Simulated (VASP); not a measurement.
# NaCl (Fm-3m) in VASP: G0W0 quasiparticle levels with PBE

Aim: the G0W0 quasiparticle levels of NaCl with PBE.

Everything below comes from runs of VASP 6.6.1. Logs are shortened: lines on timing, memory, paths and dates and some standing lists are left out, and cuts for length are marked.

## Step 1: The cell of the first run

Symmetry: Fm-3m, No. 225, cubic system. The conventional cell has a = 5.756 Å, b = 5.756 Å, c = 5.756 Å, α = 90.00°, β = 90.00°, γ = 90.00°. Na (site symmetry m-3m) has 6 Cl at 2.88 Å within 3.8 Å. Cl (site symmetry m-3m) has 6 Na at 2.88 Å within 3.8 Å.

## Step 2: G0W0 quasiparticle levels, PBE

File POSCAR:

```
NaCl
1.0
    0.0000000000      2.8781254520      2.8781254520
    2.8781254520      0.0000000000      2.8781254520
    2.8781254520      2.8781254520      0.0000000000
Na Cl
1 1
Direct
    0.0000000000      0.0000000000      0.0000000000
    0.5000000000      0.5000000000      0.5000000000
```

File INCAR.step1:

```
  PREC = Accurate
  ENCUT = 500
  EDIFF = 1E-8
  ISMEAR = 0
  SIGMA = 0.01
  LREAL = False
  LASPH = True
  NELM = 60
  ALGO = Normal
  LWAVE = True
  LCHARG = False
  GGA = PE
```

File INCAR.step2:

```
  PREC = Accurate
  ENCUT = 500
  EDIFF = 1E-8
  ISMEAR = 0
  SIGMA = 0.01
  LREAL = False
  LASPH = True
  NELM = 1
  ALGO = Exact
  LWAVE = True
  LCHARG = False
  GGA = PE
  NBANDS = 206
  LOPTICS = True
  ISTART = 1
```

File INCAR.step3:

```
  PREC = Accurate
  ENCUT = 500
  EDIFF = 1E-8
  ISMEAR = 0
  SIGMA = 0.01
  LREAL = False
  LASPH = True
  ALGO = EVGW0
  LWAVE = False
  LCHARG = False
  GGA = PE
  NELMGW = 1
  NBANDS = 206
  ENCUTGW = 150.0
  NOMEGA = 96
  PRECFOCK = Fast
  ISTART = 1
  NBANDSGW = 16
  OMEGAMAX = 20
```

File KPOINTS:

```
regular mesh
0
Gamma
  4 4 4
```

Potentials or basis: VASP PAW PBE potentials, release 64 (Na_sv_GW, Cl_GW).

Started as:

```sh
$ cat potpaw_PBE.64/Na_sv_GW/POTCAR potpaw_PBE.64/Cl_GW/POTCAR > POTCAR
$ cp INCAR.step1 INCAR
$ mpirun -np 1 vasp_std > vasp.out
$ cp INCAR.step2 INCAR
$ mpirun -np 1 vasp_std > vasp.out
$ cp INCAR.step3 INCAR
$ mpirun -np 1 vasp_std > vasp.out
```

OUTCAR:

```text
PREC = Accurate
   ENCUT = 500
   EDIFF = 1E-8
   ISMEAR = 0
   LREAL = False
   LASPH = True
   GGA = PE
   NELMGW = 1
   ENCUTGW = 150.0
   PRECFOCK = Fast
   ISTART = 1

 ion  position               nearest neighbor table
   1  0.000  0.000  0.000-
   2  0.500  0.500  0.500-

  LATTYP: Found a face centered cubic cell.
 ALAT       =     5.7562509040

  Lattice vectors:

 A1 = (   0.0000000000,   2.8781254520,   2.8781254520)
 A2 = (   2.8781254520,   0.0000000000,   2.8781254520)
 A3 = (   2.8781254520,   2.8781254520,   0.0000000000)

Analysis of symmetry for initial positions (statically):
=====================================================================
 Subroutine PRICEL returns:
 Original cell was already a primitive cell.

 Routine SETGRP: Setting up the symmetry group for a
 face centered cubic supercell.

 Subroutine GETGRP returns: Found 48 space group operations
 (whereof 48 operations were pure point group operations)
 out of a pool of 48 trial point group operations.

The static configuration has the point symmetry O_h .

Analysis of symmetry for dynamics (positions and initial velocities):
=====================================================================
 Subroutine PRICEL returns:
 Original cell was already a primitive cell.

 Routine SETGRP: Setting up the symmetry group for a
 face centered cubic supercell.

 Subroutine GETGRP returns: Found 48 space group operations
 (whereof 48 operations were pure point group operations)
 out of a pool of 48 trial point group operations.

The dynamic configuration has the point symmetry O_h .

 Subroutine INISYM returns: Found 48 space group operations
 (whereof 48 operations are pure point group operations),
 and found     1 'primitive' translations

----------------------------------------------------------------------------------------

                                     Primitive cell

  volume of cell :      47.6825

  direct lattice vectors                    reciprocal lattice vectors
     0.000000000  2.878125452  2.878125452    -0.173724186  0.173724186  0.173724186
     2.878125452  0.000000000  2.878125452     0.173724186 -0.173724186  0.173724186
     2.878125452  2.878125452  0.000000000     0.173724186  0.173724186 -0.173724186

  length of vectors
     4.070284048  4.070284048  4.070284048     0.300899116  0.300899116  0.300899116

  position of ions in fractional coordinates (direct lattice)
     0.000000000  0.000000000  0.000000000
     0.500000000  0.500000000  0.500000000

  ion indices of the primitive-cell ions
   primitive index   ion index
                 1           1
                 2           2

----------------------------------------------------------------------------------------

 KPOINTS: regular mesh

Automatic generation of k-mesh.
 Grid dimensions read from file:
 generate k-points for:    4    4    4

 Generating k-lattice:

  Cartesian coordinates                     Fractional coordinates (reciprocal lattice)
    -0.043431046  0.043431046  0.043431046     0.250000000  0.000000000  0.000000000
     0.043431046 -0.043431046  0.043431046     0.000000000  0.250000000  0.000000000
     0.043431046  0.043431046 -0.043431046     0.000000000  0.000000000  0.250000000

  Length of vectors
     0.075224779  0.075224779  0.075224779

  Shift w.r.t. Gamma in fractional coordinates (k-lattice)
     0.000000000  0.000000000  0.000000000

 Subroutine IBZKPT returns following result:
 ===========================================

 Found      8 irreducible k-points:

 Following reciprocal coordinates:
            Coordinates               Weight
  0.000000  0.000000  0.000000      1.000000
  0.250000  0.000000  0.000000      8.000000
  0.500000  0.000000  0.000000      4.000000
  0.250000  0.250000  0.000000      6.000000
  0.500000  0.250000  0.000000     24.000000
 -0.250000  0.250000  0.000000     12.000000
  0.500000  0.500000  0.000000      3.000000
 -0.250000  0.500000  0.250000      6.000000
   k-points           NKPTS =      8   k-points in BZ     NKDIM =     64   number of bands    NBANDS=    206
   number of dos      NEDOS =    301   number of ions     NIONS =      2
   total plane-waves  NPLWV =  27000
   dimension x,y,z NGX =    30 NGY =   30 NGZ =   30
   dimension x,y,z NGXF=    60 NGYF=   60 NGZF=   60
   ions per type =               1   1
   NGX,Y,Z   is equivalent  to a cutoff of  12.25, 12.25, 12.25 a.u.
   NGXF,Y,Z  is equivalent  to a cutoff of  24.51, 24.51, 24.51 a.u.
 SYSTEM =  unknown system
   PREC   = accura    normal or accurate (medium, high low for compatibility)
   ISTART =      1    job   : 0-new  1-cont  2-samecut
   ICHARG =      0    charge: 1-file 2-atom 10-const
   ISPIN  =      1    spin polarized calculation?
   LNONCOLLINEAR =      F non collinear calculations
   LSORBIT =      F    spin-orbit coupling
   LASPH  =      T    aspherical Exc in radial PAW
   ENCUT  =  500.0 eV  36.75 Ry    6.06 a.u.   7.42  7.42  7.42*2*pi/ulx,y,z
   NELM   =     60;   NELMIN=  2; NELMDL=  0     # of ELM steps
   EDIFF  = 0.1E-07   stopping-criterion for ELM
   LREAL  =      F    real-space projection
   EDIFFG = 0.1E-06   stopping-criterion for IOM
   NSW    =      0    number of steps for IOM
   IBRION =     -1    ionic relax: 0-MD 1-quasi-New 2-CG
   NFREE  =      0    steps in history (QN), initial steepest desc. (CG)
   ISIF   =      0    stress and relaxation
   ISYM   =      3    0-nonsym 1-usesym 2-fastsym
   POTIM  = 0.5000    time-step for ionic-motion
   TEBEG  =    0.0;   TEEND  =   0.0 temperature during run
   PSTRESS=    0.0 pullay stress
   NELECT =      16.0000    total number of electrons
   NUPDOWN=      -1.0000    fix difference up-down
   EMIN   =  10.00;   EMAX   =-10.00  energy-range for DOS
   EFERMI =   0.00;   METHOD = LEGACY
   ISMEAR =     0;   SIGMA  =   0.01  broadening in eV -4-tet -1-fermi 0-gaus
   EFERMI_NEDOS =   21; number of points for ismear=-14 and -15
   IALGO  =     38    algorithm
   IMIX   =      4    mixing-type and parameters
     AMIX     =   0.40;   BMIX     =  1.00
     AMIX_MAG =   1.60;   BMIX_MAG =  1.00
  volume/ion in A,a.u.               =      23.84       160.89
  Fermi-wavevector in a.u.,A,eV,Ry     =   1.137614  2.149780 17.608207  1.294167
  Thomas-Fermi vector in A             =   2.274319
   LORBIT       =      0    0 simple, 1 ext, 2 COOP (PROOUT), +10 PAW based schemes
   GGA     = PE    functional components
   LHFCALC =     T    Hartree Fock is set to
   PRECFOCK=fast      Normal, Fast or Accurate (Low or Medium for compatibility)
   ENCUT4O =  -1.0   cutoff for four orbital integrals eV
   NKREDX  =     1    reduce k-point grid by
   NKREDY  =     1    reduce k-point grid by
   NKREDZ  =     1    reduce k-point grid by
   AEXX    =    1.0000 exact exchange contribution
   HFSCREEN=    0.0000 screening length (either q_TF or 0.3 A-1)
   HFSCREENC=   0.0000 screening length for correlation (either q_TF or 0.3 A-1)
   ENCUTFOCK=  -1.0 apply spherical cutoff to Coloumb kernel
   IVDW    =     0    specifies the selected vdW correction
   LEPSILON=     F    determine dielectric tensor
   LRPA    =     F    only Hartree local field effects (RPA)
   LRPAFORCE           =     F    calculate RPA forces
   ENCUTGW             = 150.0    cutoff for response function in eV
   ENCUTGWSOFT         = 120.0    soft cutoff for Coulomb kernel in GW response function in eV
   ENCUTLF             =  -1.0    cutoff for local field effects
   NELMGW              =     1    number of iterations in solving QP/BSE equation
   NELMHF              =     1    number of iterations in the inner HF iteration
   NKREDLFX            =     1    NKREDLFY  =   1   NKREDLFZ  =   1
 non-spin polarized calculation
 Gauss-broadening in eV      SIGMA  =   0.01
  energy-cutoff  :      500.00
  volume of cell :       47.68
 maximum number of plane-waves:      1243
 NGX is ok and might be reduce to    30
  NGX = 16; NGY = 16; NGZ = 16
   NGX = 15   NGY = 15   NGZ = 15
 maximum number of plane-waves:       210

 QP shifts <psi_nk| G(iteration)W_0 |psi_nk>: iteration 1
 for sc-GW calculations column KS-energies equals QP-energies in previous step
 and V_xc(KS)=  KS-energies - (<T + V_ion + V_H > + <T+V_H+V_ion>^1  + <V_x>^1)

 k-point   1 :       0.0000    0.0000    0.0000
  band No.  KS-energies  QP-energies   sigma(KS)   V_xc(KS)     V^pw_x(r,r')   Z            occupation Imag(sigma)

      1     -50.2682     -59.2908     -41.1188     -29.2769     -49.1311       0.7619       2.0000       0.2076
      2     -22.2028     -28.0355     -35.5445     -28.3229     -41.3583       0.8077       2.0000       0.0396
      3     -22.2028     -28.0355     -35.5445     -28.3229     -41.3583       0.8077       2.0000       0.0396
      4     -22.2028     -28.0355     -35.5445     -28.3229     -41.3583       0.8077       2.0000       0.0396
      5     -13.7882     -15.0723     -16.8738     -14.9942     -24.2314       0.6832       2.0000       1.2696
      6      -1.2592      -3.2878     -16.9706     -14.4223     -18.7997       0.7961       2.0000       0.0338
[... 8 lines left out ...]
     15      13.3921      13.6504      -4.6615      -4.9892      -0.8608       0.7884       0.0000      -0.1556
     16      15.2821      16.3130      -7.0791      -8.3754      -2.9575       0.7953       0.0000      -0.2086

 k-point   2 :       0.2500    0.0000    0.0000
  band No.  KS-energies  QP-energies   sigma(KS)   V_xc(KS)     V^pw_x(r,r')   Z            occupation Imag(sigma)

      1     -50.2679     -59.3000     -41.1191     -29.2777     -49.1316       0.7628       2.0000       0.2076
      2     -22.2135     -28.0125     -35.4976     -28.2796     -41.3148       0.8034       2.0000       0.0475
      3     -22.2035     -28.0340     -35.5407     -28.3204     -41.3542       0.8075       2.0000       0.0397
      4     -22.2035     -28.0340     -35.5407     -28.3204     -41.3542       0.8075       2.0000       0.0397
      5     -13.6530     -14.9369     -17.0629     -15.1924     -24.3811       0.6864       2.0000       1.2172
      6      -2.2536      -4.3872     -15.7062     -12.9909     -17.5990       0.7858       2.0000       0.0370
[... 8 lines left out ...]
     15      13.8965      14.7817      -6.3022      -7.4143      -2.3156       0.7959       0.0000      -0.1718
     16      17.1371      17.9479      -6.4364      -7.4235      -2.1309       0.8213       0.0000      -0.4419

 k-point   3 :       0.5000    0.0000    0.0000
  band No.  KS-energies  QP-energies   sigma(KS)   V_xc(KS)     V^pw_x(r,r')   Z            occupation Imag(sigma)

      1     -50.2675     -59.3158     -41.1188     -29.2785     -49.1314       0.7642       2.0000       0.2076
      2     -22.2239     -28.0029     -35.4483     -28.2373     -41.2688       0.8014       2.0000       0.0553
      3     -22.2042     -28.0300     -35.5370     -28.3179     -41.3501       0.8070       2.0000       0.0398
      4     -22.2042     -28.0300     -35.5370     -28.3179     -41.3501       0.8070       2.0000       0.0398
      5     -13.5108     -14.7643     -17.2660     -15.4088     -24.5458       0.6749       2.0000       1.1577
      6      -3.0034      -5.2521     -15.1148     -12.2327     -17.1525       0.7802       2.0000       0.0479
[... 8 lines left out ...]
     15      14.3184      16.0473      -8.9578     -11.1145      -4.7918       0.8016       0.0000      -0.1257
     16      15.5414      16.2151      -6.1325      -6.9769      -1.9088       0.7979       0.0000      -0.2919

 k-point   4 :       0.2500    0.2500    0.0000
  band No.  KS-energies  QP-energies   sigma(KS)   V_xc(KS)     V^pw_x(r,r')   Z            occupation Imag(sigma)

      1     -50.2678     -59.3057     -41.1190     -29.2780     -49.1315       0.7633       2.0000       0.2075
      2     -22.2116     -28.0127     -35.5046     -28.2874     -41.3202       0.8038       2.0000       0.0449
      3     -22.2056     -28.0290     -35.5350     -28.3126     -41.3479       0.8063       2.0000       0.0399
      4     -22.2056     -28.0290     -35.5350     -28.3126     -41.3479       0.8063       2.0000       0.0399
      5     -13.6193     -14.8994     -17.0863     -15.2239     -24.3968       0.6873       2.0000       1.2067
      6      -2.2220      -4.3601     -15.7285     -13.0125     -17.6209       0.7872       2.0000       0.0374
[... 8 lines left out ...]
     15      16.7242      18.0070      -7.7447      -9.3364      -3.3913       0.8059       0.0000      -0.3246
     16      16.7242      18.0070      -7.7447      -9.3364      -3.3913       0.8059       0.0000      -0.3246
[... 24 lines left out ...]
      1     -50.2676     -59.3115     -41.1192     -29.2784     -49.1318       0.7638       2.0000       0.2075
      2     -22.2175     -28.0131     -35.4808     -28.2639     -41.2988       0.8031       2.0000       0.0499
      3     -22.2095     -28.0196     -35.5211     -28.2992     -41.3326       0.8045       2.0000       0.0404
      4     -22.2042     -28.0264     -35.5353     -28.3178     -41.3485       0.8067       2.0000       0.0396
      5     -13.5247     -14.7976     -17.2222     -15.3670     -24.5054       0.6861       2.0000       1.1736
      6      -2.5741      -4.7629     -15.4571     -12.6637     -17.4158       0.7835       2.0000       0.0414
[... 8 lines left out ...]
     15      14.7257      16.4004      -9.0079     -11.1255      -4.7120       0.7909       0.0000      -0.1554
     16      16.4771      17.4664      -6.8419      -8.0606      -2.6451       0.8118       0.0000      -0.3305

 k-point   7 :       0.5000    0.5000    0.0000
  band No.  KS-energies  QP-energies   sigma(KS)   V_xc(KS)     V^pw_x(r,r')   Z            occupation Imag(sigma)

      1     -50.2675     -59.3388     -41.1180     -29.2788     -49.1308       0.7662       2.0000       0.2073
      2     -22.2178     -28.0123     -35.4886     -28.2694     -41.2976       0.8027       2.0000       0.0410
      3     -22.2090     -28.0216     -35.5206     -28.3019     -41.3324       0.8052       2.0000       0.0398
      4     -22.2090     -28.0216     -35.5206     -28.3019     -41.3324       0.8052       2.0000       0.0398
      5     -13.4671     -14.7065     -17.2317     -15.3974     -24.5027       0.6757       2.0000       1.1474
      6      -2.7622      -5.0185     -15.4860     -12.6084     -17.5351       0.7841       2.0000       0.0451
[... 8 lines left out ...]
     15      15.0955      16.8606      -9.2023     -11.4212      -4.8536       0.7955       0.0000      -0.1640
     16      15.0955      16.8606      -9.2023     -11.4212      -4.8536       0.7955       0.0000      -0.1640

 k-point   8 :      -0.2500    0.5000    0.2500
  band No.  KS-energies  QP-energies   sigma(KS)   V_xc(KS)     V^pw_x(r,r')   Z            occupation Imag(sigma)

      1     -50.2674     -59.3461     -41.1185     -29.2789     -49.1312       0.7668       2.0000       0.2074
      2     -22.2133     -28.0145     -35.5059     -28.2858     -41.3163       0.8035       2.0000       0.0406
      3     -22.2133     -28.0145     -35.5059     -28.2858     -41.3163       0.8035       2.0000       0.0406
      4     -22.2102     -28.0098     -35.5091     -28.2939     -41.3248       0.8038       2.0000       0.0442
      5     -13.4543     -14.7320     -17.2743     -15.4358     -24.5404       0.6949       2.0000       1.1533
      6      -2.3284      -4.5184     -15.8534     -13.0674     -17.8277       0.7861       2.0000       0.0393
[... 8 lines left out ...]
     15      14.4112      15.8773      -8.1008      -9.9324      -3.9233       0.8005       0.0000      -0.1679
     16      15.1447      16.9266      -9.2997     -11.5491      -4.9280       0.7922       0.0000      -0.1664
```

Wall time 3.8 min (1 thread of Intel Xeon Platinum 8259CL at 2.50GHz (Skylake/Cascade Lake), shared host); peak memory 0.57 GiB.

Results:

* Quasiparticle gap: 7.76 eV
* Least direct quasiparticle gap: 7.76 eV
* Band gap of the starting levels on the mesh: 4.89 eV
* Least direct gap of the starting levels on the mesh: 4.89 eV

Caveat: the k points lie up to 0.47 Å⁻¹ apart; bands, screening cutoff and mesh are small and nothing is extrapolated, so the quasiparticle values aren't converged.
